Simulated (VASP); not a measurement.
Write the native input for VASP 6.6.1 that does the following.

```yaml
Task: single point
Functional: PBEsol
Potentials_or_basis: VASP PAW PBE potentials, release 64 (Ca_sv, Se)
Cutoff: 520 eV
k_mesh: 10 × 10 × 10
Occupations: gaussian, width 0.05 eV
Spin: no spin polarisation
Dipole_correction: no
Further_INCAR_settings: ALGO = Normal; EDIFF = 1e-06; NBANDS = 15
```

The structure of CaSe lies in POSCAR:

```
CaSe
1.0
    0.0000000000      2.6336291868      3.7239516702
    2.6336291868      0.0000000000      3.7239516702
    2.6336291868      2.6336291868      0.0000000000
Ca Se
1 1
Direct
    0.0000000000      0.0000000000      0.0000000000
    0.5000000000      0.5000000000      0.5000000000
```

This cell differs from its parent crystal: ratio of the length along z to the lengths across it x 1.414, volume and fractional coordinates fixed.

One way to write it, as run:

INCAR

```
SYSTEM = CaSe
  ALGO = Normal
  EDIFF = 1E-6
  ENCUT = 520
  GGA = PS
  ISIF = 2
  ISMEAR = 0
  LASPH = .True.
  LCHARG = .False.
  LREAL = .False.
  LWAVE = .False.
  NBANDS = 15
  NELM = 80
  PREC = Accurate
  SIGMA = 0.05
```

KPOINTS

```
k-points
0
Gamma
  10 10 10
  0 0 0
```

Potentials or basis: VASP PAW PBE potentials, release 64 (Ca_sv, Se).

Run with:

```bash
$ cat potpaw_PBE.64/Ca_sv/POTCAR potpaw_PBE.64/Se/POTCAR > POTCAR
$ mpirun -np 1 vasp_std > vasp.out
```

Results of the run:

| Quantity | Value |
| --- | --- |
| Pressure | 11.5 GPa |
| Band gap on the k mesh | 1.50 eV |

Caveat: the cell stands under pressure; the PAW data sets were made with another functional, which shifts forces and pressure a little.

Wall time 61 s on 1 thread of Intel(R) Xeon(R) Platinum 8259CL CPU @ 2.50GHz (Skylake/Cascade Lake) (shared host), peak memory 0.24 GiB.
